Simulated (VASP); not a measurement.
Here is a VASP 6.6.1 calculation.

The input INCAR:

```
  PREC = Accurate
  ENCUT = 520
  EDIFF = 1E-6
  ISMEAR = -1
  SIGMA = 0.01
  LREAL = Auto
  LASPH = True
  NELM = 120
  ALGO = Normal
  ISIF = 2
  LWAVE = False
  LCHARG = False
  GGA = PE
  NBANDS = 86
  NELECT = 130.0
  GGA_COMPAT = False
```

KPOINTS

```
regular mesh
0
Gamma
  1 1 1
```

POSCAR

```
HC32
1.0
   -3.5716218665      3.5716218665      3.5716218665
    3.5716218665     -3.5716218665      3.5716218665
    3.5716218665      3.5716218665     -3.5716218665
C H
32 1
Direct
   -0.0032822957     -0.0102299523     -0.0034708994
   -0.0032325350      0.2461431644      0.7400565806
   -0.0018046039      0.4968357826      0.4952624354
   -0.0019030278      0.7449016464      0.2472202760
    0.2515975728     -0.0007117537      0.7497038843
    0.2474303007      0.2475013494      0.4952727413
    0.1846458408      0.4340538290      0.1844465796
    0.2473881382      0.7448636564     -0.0022167157
    0.5090434220      0.0095490634      0.5088348967
    0.4955683597      0.2475005770      0.2473018504
    0.4954919306      0.4968101293     -0.0021270679
    0.5090358060      0.7583938385      0.7600198310
    0.7499127434     -0.0007296138      0.2513366776
    0.7401530852      0.2460444765     -0.0035157486
    0.7499409413      0.5009717522      0.7496885169
    0.7602539270      0.7584495958      0.5088590513
    0.0059127582     -0.0010944934      0.7492712574
   -0.0038569240      0.2454963324      0.4941400007
   -0.0141315726      0.4864779014      0.2368211806
   -0.0037776993      0.7438235453     -0.0040222093
    0.2506967568     -0.0024936475      0.4985950025
    0.2372407954      0.2354581526      0.2370205214
    0.2371530577      0.4865327202     -0.0142949334
    0.2506664185      0.7481577112      0.7478862942
    0.4987834510     -0.0025318703      0.2504796943
    0.4943828231      0.2455027966     -0.0040345107
    0.4987849180      0.5000847206      0.7478737297
    0.5613797244      0.8106905037      0.5612546095
    0.7494922236     -0.0011013686      0.0056654934
    0.7494714651      0.2551956778      0.7492182981
    0.7481967856      0.5001273233      0.4985993520
    0.7481126792      0.7481537017      0.2504568228
    0.3729005749      0.6226519788      0.3728497174
```

Potentials or basis: VASP PAW PBE potentials, release 64 (C, H).

Command:

```bash
$ cat potpaw_PBE.64/C/POTCAR potpaw_PBE.64/H/POTCAR > POTCAR
$ mpirun -np 1 vasp_gam > vasp.out
```

Problem. Predict the largest force.

Solution. 0.690 eV/Å.

Forces on the atoms (eV/Å):
```
C    0.026  0.280  0.042
C    0.032  0.037  0.251
C   -0.060  0.148  0.160
C   -0.070  0.178  0.161
C   -0.195 -0.442 -0.442
C    0.160 -0.059  0.175
C    0.106  0.092  0.120
C    0.173  0.193 -0.068
C    0.092 -0.201  0.094
C    0.178 -0.076  0.164
C    0.173  0.165 -0.066
C    0.100  0.100 -0.205
C   -0.433 -0.440 -0.204
C    0.250  0.043  0.058
C   -0.436 -0.201 -0.438
C   -0.209  0.091  0.088
C   -0.270 -0.045 -0.049
C    0.468  0.459  0.214
C    0.222 -0.075 -0.087
C    0.468  0.187  0.457
C   -0.198  0.060 -0.160
C   -0.099  0.210 -0.102
C   -0.080 -0.086  0.213
C   -0.202 -0.164  0.068
C   -0.170  0.059 -0.190
C    0.212  0.453  0.461
C   -0.166 -0.178  0.052
C   -0.110 -0.129 -0.082
C   -0.045 -0.042 -0.285
C   -0.030 -0.277 -0.040
C    0.052 -0.184 -0.167
C    0.062 -0.167 -0.192
H   -0.004  0.010  0.001
```

Caveat: the k points lie up to 1.24 Å⁻¹ apart; the cell carries a net charge on a neutralising background, which shifts energy and pressure.
